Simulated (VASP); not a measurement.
# Tc (Fd-3m) in VASP: single point with LDA

Aim: the single point of Tc with LDA.

Program: VASP 6.6.1. These are calculated values, not measurements. Logs are shortened: lines on timing, memory, paths and dates and some standing lists are left out, and cuts for length are marked.

## (1) The cell of the first run

The structure is cubic, space group Fd-3m (No. 227). Conventional cell: a = 5.441 Å, b = 5.441 Å, c = 5.441 Å, α = 90.00°, β = 90.00°, γ = 90.00°. Tc (site symmetry -43m) has 4 Tc at 2.36 Å within 3.1 Å.

## (2) Single point, LDA

File INCAR:

```
SYSTEM = Tc
PREC = Accurate
ENCUT = 520
EDIFF = 1E-6
ISMEAR = -1
SIGMA = 0.05
LREAL = .False.
LASPH = .True.
NELM = 100
ALGO = Normal
ISIF = 2
LWAVE = .False.
LCHARG = .False.
GGA = CA
NBANDS = 20
```

File KPOINTS:

```
regular mesh
0
Gamma
  14 14 14
  0 0 0
```

File POSCAR:

```
Tc
1.0
    0.0000000000      2.7207367994      2.7207367994
    2.7207367994      0.0000000000      2.7207367994
    2.7207367994      2.7207367994      0.0000000000
Tc
2
Direct
    1.0000000000      1.0000000000      1.0000000000
    0.2500000000      0.2500000000      0.2500000000
```

Potentials or basis: VASP PAW LDA potentials, release 64 (Tc_pv).

Run with:

```sh
$ cat potpaw_LDA.64/Tc_pv/POTCAR > POTCAR
$ mpirun -np 1 vasp_std > vasp.out
```

OUTCAR:

```text
SYSTEM = Tc
   PREC = Accurate
   ENCUT = 520
   EDIFF = 1E-6
   ISMEAR = -1
   LREAL = .False.
   LASPH = .True.
   NELM = 100
   ISIF = 2
   GGA = CA

 ion  position               nearest neighbor table
   1  0.000  0.000  0.000-   2 2.36   2 2.36   2 2.36   2 2.36
   2  0.250  0.250  0.250-   1 2.36   1 2.36   1 2.36   1 2.36

  LATTYP: Found a face centered cubic cell.
 ALAT       =     5.4414735988

  Lattice vectors:

 A1 = (   0.0000000000,   2.7207367994,   2.7207367994)
 A2 = (   2.7207367994,   0.0000000000,   2.7207367994)
 A3 = (   2.7207367994,   2.7207367994,   0.0000000000)

Analysis of symmetry for initial positions (statically):
=====================================================================
 Subroutine PRICEL returns:
 Original cell was already a primitive cell.

 Routine SETGRP: Setting up the symmetry group for a
 face centered cubic supercell.

 Subroutine GETGRP returns: Found 48 space group operations
 (whereof 24 operations were pure point group operations)
 out of a pool of 48 trial point group operations.

The static configuration has the point symmetry T_d .
 The point group associated with its full space group is O_h .

Analysis of symmetry for dynamics (positions and initial velocities):
=====================================================================
 Subroutine PRICEL returns:
 Original cell was already a primitive cell.

 Routine SETGRP: Setting up the symmetry group for a
 face centered cubic supercell.

 Subroutine GETGRP returns: Found 48 space group operations
 (whereof 24 operations were pure point group operations)
 out of a pool of 48 trial point group operations.

The dynamic configuration has the point symmetry T_d .
 The point group associated with its full space group is O_h .

 Subroutine INISYM returns: Found 48 space group operations
 (whereof 24 operations are pure point group operations),
 and found     1 'primitive' translations

----------------------------------------------------------------------------------------

                                     Primitive cell

  volume of cell :      40.2800

  direct lattice vectors                    reciprocal lattice vectors
     0.000000000  2.720736799  2.720736799    -0.183773748  0.183773748  0.183773748
     2.720736799  0.000000000  2.720736799     0.183773748 -0.183773748  0.183773748
     2.720736799  2.720736799  0.000000000     0.183773748  0.183773748 -0.183773748

  length of vectors
     3.847702881  3.847702881  3.847702881     0.318305469  0.318305469  0.318305469

  position of ions in fractional coordinates (direct lattice)
     0.000000000  0.000000000  0.000000000
     0.250000000  0.250000000  0.250000000

  ion indices of the primitive-cell ions
   primitive index   ion index
                 1           1
                 2           2

----------------------------------------------------------------------------------------

 KPOINTS: regular mesh

Automatic generation of k-mesh.
 Grid dimensions read from file:
 generate k-points for:   14   14   14

 Generating k-lattice:

  Cartesian coordinates                     Fractional coordinates (reciprocal lattice)
    -0.013126696  0.013126696  0.013126696     0.071428571  0.000000000  0.000000000
     0.013126696 -0.013126696  0.013126696     0.000000000  0.071428571  0.000000000
     0.013126696  0.013126696 -0.013126696     0.000000000  0.000000000  0.071428571

  Length of vectors
     0.022736105  0.022736105  0.022736105

  Shift w.r.t. Gamma in fractional coordinates (k-lattice)
     0.000000000  0.000000000  0.000000000

 Subroutine IBZKPT returns following result:
 ===========================================

 Found    104 irreducible k-points:

 Following reciprocal coordinates:
            Coordinates               Weight
  0.000000  0.000000  0.000000      1.000000
  0.071429  0.000000  0.000000      8.000000
  0.142857  0.000000  0.000000      8.000000
  0.214286  0.000000  0.000000      8.000000
  0.285714  0.000000  0.000000      8.000000
  0.357143  0.000000  0.000000      8.000000
[... 16 lines left out ...]
  0.214286  0.142857  0.000000     24.000000
  0.285714  0.142857  0.000000     24.000000
 [... further k-points ...]
   k-points           NKPTS =    104   k-points in BZ     NKDIM =    104   number of bands    NBANDS=     20
   number of dos      NEDOS =    301   number of ions     NIONS =      2
   total plane-waves  NPLWV =  27000
   dimension x,y,z NGX =    30 NGY =   30 NGZ =   30
   dimension x,y,z NGXF=    60 NGYF=   60 NGZF=   60
   ions per type =               2
   NGX,Y,Z   is equivalent  to a cutoff of  12.96, 12.96, 12.96 a.u.
   NGXF,Y,Z  is equivalent  to a cutoff of  25.92, 25.92, 25.92 a.u.
 SYSTEM =  Tc
   PREC   = accura    normal or accurate (medium, high low for compatibility)
   ISTART =      0    job   : 0-new  1-cont  2-samecut
   ICHARG =      2    charge: 1-file 2-atom 10-const
   ISPIN  =      1    spin polarized calculation?
   LNONCOLLINEAR =      F non collinear calculations
   LSORBIT =      F    spin-orbit coupling
   LASPH  =      T    aspherical Exc in radial PAW
   ENCUT  =  520.0 eV  38.22 Ry    6.18 a.u.   7.15  7.15  7.15*2*pi/ulx,y,z
   NELM   =    100;   NELMIN=  2; NELMDL= -5     # of ELM steps
   EDIFF  = 0.1E-05   stopping-criterion for ELM
   LREAL  =      F    real-space projection
   EDIFFG = 0.1E-04   stopping-criterion for IOM
   NSW    =      0    number of steps for IOM
   IBRION =     -1    ionic relax: 0-MD 1-quasi-New 2-CG
   NFREE  =      0    steps in history (QN), initial steepest desc. (CG)
   ISIF   =      2    stress and relaxation
   ISYM   =      2    0-nonsym 1-usesym 2-fastsym
   POTIM  = 0.5000    time-step for ionic-motion
   TEBEG  =    0.0;   TEEND  =   0.0 temperature during run
   PSTRESS=    0.0 pullay stress
   NELECT =      26.0000    total number of electrons
   NUPDOWN=      -1.0000    fix difference up-down
   EMIN   =  10.00;   EMAX   =-10.00  energy-range for DOS
   EFERMI =   0.00;   METHOD = LEGACY
   ISMEAR =    -1;   SIGMA  =   0.05  broadening in eV -4-tet -1-fermi 0-gaus
   EFERMI_NEDOS =   21; number of points for ismear=-14 and -15
   IALGO  =     38    algorithm
   IMIX   =      4    mixing-type and parameters
     AMIX     =   0.40;   BMIX     =  1.00
     AMIX_MAG =   1.60;   BMIX_MAG =  1.00
  volume/ion in A,a.u.               =      20.14       135.91
  Fermi-wavevector in a.u.,A,eV,Ry     =   1.414825  2.673632 27.235190  2.001730
  Thomas-Fermi vector in A             =   2.536327
   LORBIT       =      0    0 simple, 1 ext, 2 COOP (PROOUT), +10 PAW based schemes
   GGA     = CA    functional components
   LHFCALC =     F    Hartree Fock is set to
   AEXX    =    0.0000 exact exchange contribution
   IVDW    =     0    specifies the selected vdW correction
   LEPSILON=     F    determine dielectric tensor
   LRPA    =     F    only Hartree local field effects (RPA)
 non-spin polarized calculation
  energy-cutoff  :      520.00
  volume of cell :       40.28
 maximum number of plane-waves:      1106
 NGX is ok and might be reduce to    30
   NGX = 15   NGY = 15   NGZ = 15

 number of electron      25.9999997 magnetization

 Free energy of the ion-electron system (eV)
  ---------------------------------------------------
  ext. energy  EPLUGINS =         0.00000000
  ---------------------------------------------------
  free energy    TOTEN  =       -20.22207253 eV

  energy without entropy =      -20.20753290  energy(sigma->0) =      -20.21480272

 E-fermi :   7.5040     XC(G=0): -11.6897

 val. band max:        7.4984015543   @ k =   0.5000   0.4286   0.0000
 cond. band min:       7.5061673666   @ k =  -0.4286   0.0714   0.0000
 fundamental gap:      0.0077658123
 Fermi energy:         7.5039953882

 k-point     1 :       0.0000    0.0000    0.0000
  band No.  band energies     occupation
      1     -31.3996      2.00000
      2     -31.3996      2.00000
      3     -31.3996      2.00000
      4     -30.2192      2.00000
      5     -30.2192      2.00000
      6     -30.2192      2.00000
[... 12 lines left out ...]
     19      20.4714      0.00000
     20      20.4714      0.00000

 k-point     2 :       0.0714    0.0000    0.0000
  band No.  band energies     occupation
      1     -31.4072      2.00000
      2     -31.4072      2.00000
      3     -31.3991      2.00000
      4     -30.2201      2.00000
      5     -30.2110      2.00000
      6     -30.2110      2.00000
[... 12 lines left out ...]
     19      20.4890      0.00000
     20      20.4891      0.00000

 k-point     3 :       0.1429    0.0000    0.0000
  band No.  band energies     occupation
      1     -31.4278      2.00000
      2     -31.4278      2.00000
      3     -31.3979      2.00000
      4     -30.2223      2.00000
      5     -30.1886      2.00000
      6     -30.1886      2.00000
[... 12 lines left out ...]
     19      19.6690      0.00000
     20      20.4906      0.00000

 k-point     4 :       0.2143    0.0000    0.0000
  band No.  band energies     occupation
      1     -31.4564      2.00000
      2     -31.4564      2.00000
      3     -31.3968      2.00000
      4     -30.2249      2.00000
      5     -30.1576      2.00000
      6     -30.1576      2.00000
[... 12 lines left out ...]
     19      18.6236      0.00000
     20      20.2753      0.00000

 k-point     5 :       0.2857    0.0000    0.0000
  band No.  band energies     occupation
      1     -31.4866      2.00000
      2     -31.4866      2.00000
      3     -31.3963      2.00000
      4     -30.2269      2.00000
      5     -30.1246      2.00000
      6     -30.1246      2.00000
[... 12 lines left out ...]
     19      18.2028      0.00000
     20      19.7776      0.00000

 k-point     6 :       0.3571    0.0000    0.0000
  band No.  band energies     occupation
      1     -31.5127      2.00000
      2     -31.5127      2.00000
      3     -31.3964      2.00000
      4     -30.2280      2.00000
      5     -30.0961      2.00000
      6     -30.0961      2.00000
[... 12 lines left out ...]
     19      18.0143      0.00000
     20      19.2726      0.00000

 k-point     7 :       0.4286    0.0000    0.0000
  band No.  band energies     occupation
      1     -31.5301      2.00000
      2     -31.5301      2.00000
      3     -31.3968      2.00000
      4     -30.2284      2.00000
      5     -30.0770      2.00000
      6     -30.0770      2.00000
[... 12 lines left out ...]
     19      17.9311      0.00000
     20      18.9279      0.00000
[... 277 lines left out ...]
 k-point    20 :      -0.1429    0.0714    0.0000
  band No.  band energies     occupation
      1     -31.4670      2.00000
      2     -31.4325      2.00000
      3     -31.3801      2.00000
      4     -30.2409      2.00000
      5     -30.1834      2.00000
      6     -30.1476      2.00000
[... 12 lines left out ...]
     19      18.9493      0.00000
     20      19.8550      0.00000

 k-point    21 :      -0.0714    0.0714    0.0000
  band No.  band energies     occupation
      1     -31.4326      2.00000
      2     -31.4131      2.00000
      3     -31.3903      2.00000
      4     -30.2297      2.00000
      5     -30.2045      2.00000
      6     -30.1840      2.00000
[... 12 lines left out ...]
     19      19.9542      0.00000
     20      20.6312      0.00000

 k-point    22 :       0.1429    0.1429    0.0000
  band No.  band energies     occupation
      1     -31.4607      2.00000
      2     -31.4607      2.00000
      3     -31.3424      2.00000
      4     -30.2815      2.00000
      5     -30.1533      2.00000
      6     -30.1533      2.00000
[... 12 lines left out ...]
     19      19.3147      0.00000
     20      19.3147      0.00000

 k-point    23 :       0.2143    0.1429    0.0000
  band No.  band energies     occupation
      1     -31.4908      2.00000
      2     -31.4902      2.00000
      3     -31.3168      2.00000
      4     -30.3090      2.00000
      5     -30.1214      2.00000
      6     -30.1214      2.00000
[... 12 lines left out ...]
     19      18.4379      0.00000
     20      18.6024      0.00000

 k-point    24 :       0.2857    0.1429    0.0000
  band No.  band energies     occupation
      1     -31.5260      2.00000
      2     -31.5201      2.00000
      3     -31.2945      2.00000
      4     -30.3316      2.00000
      5     -30.0887      2.00000
      6     -30.0851      2.00000
[... 12 lines left out ...]
     19      17.9779      0.00000
     20      18.0438      0.00000

 [... further k-points ...]

------------------------ aborting loop because EDIFF is reached ----------------------------------------

  FORCE on cell =-STRESS in cart. coord.  units (eV):
  Direction    XX          YY          ZZ          XY          YZ          ZX
  --------------------------------------------------------------------------------------
  -------------------------------------------------------------------------------------
  Total        0.0021550      0.0021550      0.0021550      0.0000000      0.0000000     -0.0000000
  in kB        0.0857176      0.0857176      0.0857176      0.0000000      0.0000000     -0.0000000
  external PRESSURE =       0.0857176 kB  Pullay stress =       0.0000000 kB

 VOLUME and BASIS-vectors are now :
 -----------------------------------------------------------------------------
  energy-cutoff  :      520.00
  volume of cell :       40.28
      direct lattice vectors                 reciprocal lattice vectors
     0.000000000  2.720736799  2.720736799    -0.183773748  0.183773748  0.183773748
     2.720736799  0.000000000  2.720736799     0.183773748 -0.183773748  0.183773748
     2.720736799  2.720736799  0.000000000     0.183773748  0.183773748 -0.183773748

 POSITION                                       TOTAL-FORCE (eV/Angst)
 -----------------------------------------------------------------------------------
      0.00000      0.00000      0.00000         0.000000      0.000000      0.000000
      1.36037      1.36037      1.36037        -0.000000     -0.000000     -0.000000
 -----------------------------------------------------------------------------------
    total drift:                                0.000000     -0.000000      0.000000

  FREE ENERGIE OF THE ION-ELECTRON SYSTEM (eV)
  ---------------------------------------------------
  free  energy   TOTEN  =       -20.2220725320 eV

  energy  without entropy=      -20.2075329037  energy(sigma->0) =      -20.21480272
```

Run time: 37 s. Hardware: 1 thread of Intel Xeon Platinum 8488C (Sapphire Rapids), shared host; peak memory 0.19 GiB.

Results:

* Free energy: -20.2221 eV
* Pressure: 0.0 GPa
* Band gap on the k mesh: zero (band 13 reaches 8.04 eV, above the bottom of band 14 at 7.03 eV)

Levels at points of the mesh, in eV from the Fermi level:
| k point | band 11 | band 12 | band 13 | band 14 | band 15 | band 16 |
| --- | --- | --- | --- | --- | --- | --- |
| (0.00, 0.00, 0.00) | -2.32 | -2.32 | 0.53 | 0.53 | 0.53 | 3.45 |
| (0.50, 0.00, 0.00) | -2.64 | -2.64 | 0.07 | 1.45 | 1.45 | 2.82 |
| (0.50, 0.50, 0.00) | -0.53 | -0.53 | -0.35 | -0.35 | 3.14 | 3.14 |
